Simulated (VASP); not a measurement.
# CoBi (rocksalt type) (Fm-3m) in VASP: a series of runs, part 2 of 2

VASP 6.6.1. Earlier steps stand in the parts before.

## (4) Electric field gradients, PBE+D3(BJ), collinear spin, ferromagnetic start

This run uses another cell than the first one, of 20.18 Å³/atom.

INCAR reads:

```
PREC = Accurate
ENCUT = 520
EDIFF = 1E-8
ISMEAR = -1
SIGMA = 0.05
LREAL = False
LASPH = True
NELM = 150
ALGO = Normal
ISIF = 2
LWAVE = False
LCHARG = False
ISPIN = 2
MAGMOM = 2 0
LORBIT = 11
LMAXMIX = 4
GGA = PE
IVDW = 12
LEFG = True
NBANDS = 23
```

KPOINTS reads:

```
regular mesh
0
Gamma
  13 13 13
```

POSCAR reads:

```
CoBi
1.0
    0.0000000000      2.7226517207      2.7226517207
    2.7226517207      0.0000000000      2.7226517207
    2.7226517207      2.7226517207      0.0000000000
Co Bi
1 1
Direct
    0.0000000000      0.0000000000      0.0000000000
    0.5000000000      0.5000000000      0.5000000000
```

Potentials or basis: VASP PAW PBE potentials, release 64 (Co, Bi_d).

Started as:

```console
$ cat potpaw_PBE.64/Co/POTCAR potpaw_PBE.64/Bi_d/POTCAR > POTCAR
$ mpirun -np 1 vasp_std > vasp.out
```

OUTCAR:

```text
PREC = Accurate
   ENCUT = 520
   EDIFF = 1E-8
   ISMEAR = -1
   LREAL = False
   LASPH = True
   NELM = 150
   ISIF = 2
   ISPIN = 2
   LORBIT = 11
   GGA = PE
   IVDW = 12
 IVDW          = 12

 ion  position               nearest neighbor table
   1  0.000  0.000  0.000-   2 2.72   2 2.72   2 2.72   2 2.72   2 2.72   2 2.72
   2  0.500  0.500  0.500-   1 2.72   1 2.72   1 2.72   1 2.72   1 2.72   1 2.72

  LATTYP: Found a face centered cubic cell.
 ALAT       =     5.4453034414

  Lattice vectors:

 A1 = (   0.0000000000,   2.7226517207,   2.7226517207)
 A2 = (   2.7226517207,   0.0000000000,   2.7226517207)
 A3 = (   2.7226517207,   2.7226517207,   0.0000000000)

Analysis of symmetry for initial positions (statically):
=====================================================================
 Subroutine PRICEL returns:
 Original cell was already a primitive cell.

 Routine SETGRP: Setting up the symmetry group for a
 face centered cubic supercell.

 Subroutine GETGRP returns: Found 48 space group operations
 (whereof 48 operations were pure point group operations)
 out of a pool of 48 trial point group operations.

The static configuration has the point symmetry O_h .

Analysis of symmetry for dynamics (positions and initial velocities):
=====================================================================
 Subroutine PRICEL returns:
 Original cell was already a primitive cell.

 Routine SETGRP: Setting up the symmetry group for a
 face centered cubic supercell.

 Subroutine GETGRP returns: Found 48 space group operations
 (whereof 48 operations were pure point group operations)
 out of a pool of 48 trial point group operations.

The dynamic configuration has the point symmetry O_h .

Analysis of structural, dynamic, and magnetic symmetry:
=====================================================================
 Subroutine PRICEL returns:
 Original cell was already a primitive cell.

 Routine SETGRP: Setting up the symmetry group for a
 face centered cubic supercell.

 Subroutine GETGRP returns: Found 48 space group operations
 (whereof 48 operations were pure point group operations)
 out of a pool of 48 trial point group operations.

The overall configuration has the point symmetry O_h .

 Subroutine INISYM returns: Found 48 space group operations
 (whereof 48 operations are pure point group operations),
 and found     1 'primitive' translations

----------------------------------------------------------------------------------------

                                     Primitive cell

  volume of cell :      40.3651

  direct lattice vectors                    reciprocal lattice vectors
     0.000000000  2.722651721  2.722651721    -0.183644495  0.183644495  0.183644495
     2.722651721  0.000000000  2.722651721     0.183644495 -0.183644495  0.183644495
     2.722651721  2.722651721  0.000000000     0.183644495  0.183644495 -0.183644495

  length of vectors
     3.850410989  3.850410989  3.850410989     0.318081596  0.318081596  0.318081596
[... 109 lines left out ...]
   IVDW    =    12    specifies the selected vdW correction
   LEPSILON=     F    determine dielectric tensor
   LRPA    =     F    only Hartree local field effects (RPA)
 spin polarized calculation
  energy-cutoff  :      520.00
  volume of cell :       40.37
 maximum number of plane-waves:      1102
 NGX is ok and might be reduce to    30
   NGX = 15   NGY = 15   NGZ = 15

 number of electron      23.9999993 magnetization       0.6062855

 Free energy of the ion-electron system (eV)
  ---------------------------------------------------
  ext. energy  EPLUGINS =         0.00000000
  ---------------------------------------------------
  free energy    TOTEN  =        -9.84171971 eV

  energy without entropy =       -9.82407011  energy(sigma->0) =       -9.83289491

 E-fermi :   8.6285     XC(G=0): -11.3095

 val. band max:        8.6233106327   @ k =   0.3846   0.3846   0.0000
 cond. band min:       8.6303718035   @ k =  -0.3077   0.2308   0.0000
 fundamental gap:      0.0070611708
 Fermi energy:         8.6284650321

 spin component 1

 k-point     1 :       0.0000    0.0000    0.0000
  band No.  band energies     occupation
      1     -13.9595      1.00000
      2     -13.9595      1.00000
      3     -13.9278      1.00000
      4     -13.9278      1.00000
      5     -13.9278      1.00000
      6      -4.2470      1.00000
[... 613 lines left out ...]
     22      24.9121      0.00000
     23      25.5178      0.00000

 [... further k-points ...]

 spin component 2

 k-point     1 :       0.0000    0.0000    0.0000
  band No.  band energies     occupation
      1     -13.9644      1.00000
      2     -13.9644      1.00000
      3     -13.9339      1.00000
      4     -13.9339      1.00000
      5     -13.9339      1.00000
      6      -4.2749      1.00000
[... 613 lines left out ...]
     22      24.9165      0.00000
     23      25.5501      0.00000

 [... further k-points ...]

------------------------ aborting loop because EDIFF is reached ----------------------------------------

 Edisp (eV)   -0.92648

 E8    (eV) :    -0.4396

  FORCE on cell =-STRESS in cart. coord.  units (eV):
  Direction    XX          YY          ZZ          XY          YZ          ZX
  --------------------------------------------------------------------------------------
  -------------------------------------------------------------------------------------
  Total      -1.43158    -1.43158    -1.43158     0.00000    -0.00000    -0.00000
  in kB     -56.82248   -56.82248   -56.82248     0.00000    -0.00000    -0.00000
  external pressure =      -56.82 kB  Pullay stress =        0.00 kB

 VOLUME and BASIS-vectors are now :
 -----------------------------------------------------------------------------
  energy-cutoff  :      520.00
  volume of cell :       40.37
      direct lattice vectors                 reciprocal lattice vectors
     0.000000000  2.722651721  2.722651721    -0.183644495  0.183644495  0.183644495
     2.722651721  0.000000000  2.722651721     0.183644495 -0.183644495  0.183644495
     2.722651721  2.722651721  0.000000000     0.183644495  0.183644495 -0.183644495

 POSITION                                       TOTAL-FORCE (eV/Angst)
 -----------------------------------------------------------------------------------
      0.00000      0.00000      0.00000         0.000000      0.000000     -0.000000
      2.72265      2.72265      2.72265        -0.000000     -0.000000      0.000000
 -----------------------------------------------------------------------------------
    total drift:                                0.000000      0.000000      0.000000

  FREE ENERGIE OF THE ION-ELECTRON SYSTEM (eV)
  ---------------------------------------------------
  free  energy   TOTEN  =       -10.7681963397 eV

  energy  without entropy=      -10.7505467308  energy(sigma->0) =      -10.75937154

 Electric field gradients (V/A^2)
---------------------------------------------------------------------
 ion       V_xx      V_yy      V_zz      V_xy      V_xz      V_yz
---------------------------------------------------------------------
   1      -0.000    -0.000     0.000     0.001     0.001     0.001
   2      -0.000    -0.000     0.000     0.001     0.001     0.001
---------------------------------------------------------------------

 Electric field gradients after diagonalization (V/A^2)
 (convention: |V_zz| > |V_xx| > |V_yy|)
----------------------------------------------------------------------
 ion       V_xx      V_yy      V_zz     asymmetry (V_yy - V_xx)/ V_zz
----------------------------------------------------------------------
   1      -0.001    -0.001     0.002       0.000
   2      -0.001    -0.001     0.002       0.000
----------------------------------------------------------------------

           NMR quadrupolar parameters

 Cq : quadrupolar parameter    Cq=e*Q*V_zz/h
 eta: asymmetry parameters     (V_yy - V_xx)/ V_zz
 Q  : nuclear electric quadrupole moment in mb (millibarn)
----------------------------------------------------------------------
 ion       Cq(MHz)       eta       Q (mb)
----------------------------------------------------------------------
   1       0.000       0.000       1.000
   2       0.000       0.000       1.000
----------------------------------------------------------------------

 total charge

# of ion       s       p       d       tot
------------------------------------------
    1        0.391   0.269   7.467   8.128
    2        1.462   1.468   9.943  12.873
--------------------------------------------------
tot          1.853   1.738  17.411  21.001

 magnetization (x)

# of ion       s       p       d       tot
------------------------------------------
    1        0.025   0.002   0.637   0.664
    2        0.011  -0.055   0.006  -0.038
--------------------------------------------------
tot          0.036  -0.053   0.642   0.625
```

OSZICAR:

```text
N       E                     dE             d eps       ncg     rms          rms(c)
DAV:   1     0.205744796137E+03    0.20574E+03   -0.11595E+04  7820   0.133E+03
DAV:   2     0.595126208295E+01   -0.19979E+03   -0.19176E+03  7952   0.336E+02
DAV:   3    -0.984743397635E+01   -0.15799E+02   -0.15636E+02  9283   0.987E+01
DAV:   4    -0.102996098428E+02   -0.45218E+00   -0.45189E+00  9323   0.171E+01
DAV:   5    -0.103228357096E+02   -0.23226E-01   -0.23225E-01 11438   0.355E+00    0.763E+00
DAV:   6    -0.129597741338E+02   -0.26369E+01   -0.23902E+01  9374   0.402E+01    0.184E+01
DAV:   7    -0.982121516658E+01    0.31386E+01   -0.12415E+01  8876   0.312E+01    0.165E+00
DAV:   8    -0.984113311142E+01   -0.19918E-01   -0.21825E-01 10147   0.319E+00    0.111E+00
DAV:   9    -0.984165883086E+01   -0.52572E-03   -0.21410E-02 11668   0.112E+00    0.438E-01
DAV:  10    -0.984179478000E+01   -0.13595E-03   -0.49428E-03 11242   0.431E-01    0.178E-01
DAV:  11    -0.984171073798E+01    0.84042E-04   -0.61722E-04 11806   0.194E-01    0.352E-02
DAV:  12    -0.984172851583E+01   -0.17778E-04   -0.54447E-05 10424   0.509E-02    0.332E-02
DAV:  13    -0.984172153149E+01    0.69843E-05   -0.65781E-06 11027   0.141E-02    0.957E-03
DAV:  14    -0.984172001392E+01    0.15176E-05   -0.27570E-06 10755   0.103E-02    0.362E-03
DAV:  15    -0.984171968128E+01    0.33264E-06   -0.39683E-07 10117   0.463E-03    0.144E-03
DAV:  16    -0.984171969380E+01   -0.12515E-07   -0.32221E-08  8162   0.107E-03    0.836E-04
DAV:  17    -0.984171971707E+01   -0.23269E-07   -0.35180E-08  6114   0.940E-04    0.193E-04
DAV:  18    -0.984171971448E+01    0.25880E-08   -0.26744E-09  5017   0.357E-04
   1 F= -.10768196E+02 E0= -.10759372E+02  d E =-.176496E-01  mag=     0.6063
```

stdout:

```text
POSCAR found type information on POSCAR CoBi
 POSCAR found :  2 types and       2 ions
 scaLAPACK will be used
 LDA part: xc-table for (Slater+PW92), standard interpolation
 POSCAR, INCAR and KPOINTS ok, starting setup
 FFT: planning ... GRIDC
 FFT: planning ... GRID_SOFT
 FFT: planning ... GRID
 WAVECAR not read
 entering main loop
ion   1

ion   2
```

Run time: 2 min. Hardware: 1 thread of Intel Xeon Platinum 8488C (Sapphire Rapids), shared host; peak memory 0.28 GiB.

What came out:

```
Free energy                                           : -10.7682 eV
Pressure                                              : -5.7 GPa
Net moment                                            : 0.61 μB per cell
Site moments                                          : Co +0.66; Bi -0.04 μB
Largest electric field gradient by atom               : under 0.05 V/Å² on every atom
Valence electrons inside the program's atomic spheres : Co 8.13; Bi 12.87
Dispersion energy per atom                            : -0.463 eV
```

Caveat: the cell stands under tension; spin-orbit coupling is left out, which moves the levels of the heavy elements.

## (5) Overview

```tsv
level	cell	gap on the mesh (eV)	pressure (GPa)	moment (μB)
PBE	a = 3.819 Å, angles 60.0°, 2 atoms	none	-0.1	0.54
PBE	a = 3.850 Å, angles 60.0°, 2 atoms	none	-2.0	0.61
PBE+D3(BJ)	a = 3.850 Å, angles 60.0°, 2 atoms	none	-5.7	0.61
```

Alike in all rows: task electric field gradients; potentials or basis VASP PAW PBE potentials, release 64 (Co, Bi_d); spin collinear, ferromagnetic start; k mesh 13 × 13 × 13; cutoff (eV) 520; smearing fermi-dirac 0.05 eV.

Caveats: spin-orbit coupling is left out, which moves the levels of the heavy elements; the cell stands under tension (at least some runs).

Total energies depend on the potentials used, so only differences within one code and one set of settings carry meaning.

The gap in the log of VASP goes by the Fermi energy; the results here count the filled bands.